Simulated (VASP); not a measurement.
# TiAl3: single point with PBEsol

Crystal: TiAl3.

```
Ti Al
1.0
     4.06680    0.00000    0.00000
     0.00000    4.06680    0.00000
     0.00000    0.00000    4.06680
Ti Al
1 3
Cartesian
  0.0000 0.0000 0.0000
  2.0334 2.0334 0.0000
  2.0334 0.0000 2.0334
  0.0000 2.0334 2.0334
```

This cell differs from its parent crystal: strain +0.030 along x and y, +0.030 along z.

| Property | Result |
| --- | --- |
| Program | VASP 6.6.1 |
| Task | single point |
| Functional | PBEsol |
| Potentials or basis | VASP PAW PBE potentials, release 64 (Ti_sv, Al) |
| Cutoff | 520 eV |
| k mesh | 12 × 12 × 12 |
| Occupations | gaussian, width 0.15 eV |
| Spin | no spin polarisation |

```json
{"Pressure": "-8.2 GPa", "Band gap on the k mesh": "zero (an odd number of electrons rules out a gap without spin polarisation)"}
```

Levels at points of the mesh, in eV from the Fermi level:
| k point | band 6 | band 7 | band 8 | band 9 | band 10 | band 11 | band 12 | band 13 | band 14 | band 15 |
| --- | --- | --- | --- | --- | --- | --- | --- | --- | --- | --- |
| (0.00, 0.00, 0.00) | -2.95 | -2.95 | -2.09 | -2.09 | -2.09 | 0.15 | 0.15 | 0.15 | 0.74 | 3.50 |
| (0.50, 0.00, 0.00) | -7.66 | -2.10 | -2.10 | -1.99 | 0.36 | 0.67 | 0.67 | 0.82 | 0.88 | 1.05 |
| (0.50, 0.50, 0.00) | -5.94 | -5.94 | -4.79 | -1.16 | -1.16 | 0.58 | 0.76 | 1.00 | 1.10 | 3.30 |
| (0.50, 0.50, 0.50) | -4.98 | -4.98 | -4.67 | -3.36 | -3.36 | -3.36 | 0.06 | 1.06 | 1.06 | 2.45 |

It took 56 s on 1 thread of AMD EPYC 9R45 96-Core Processor (Zen 5), on a shared host, peak memory 0.2 GiB.

Caveat: the cell differs from its parent crystal (strain +0.030 along x and y, +0.030 along z); the cell stands under tension; the PAW data sets were made with another functional, which shifts forces and pressure a little.
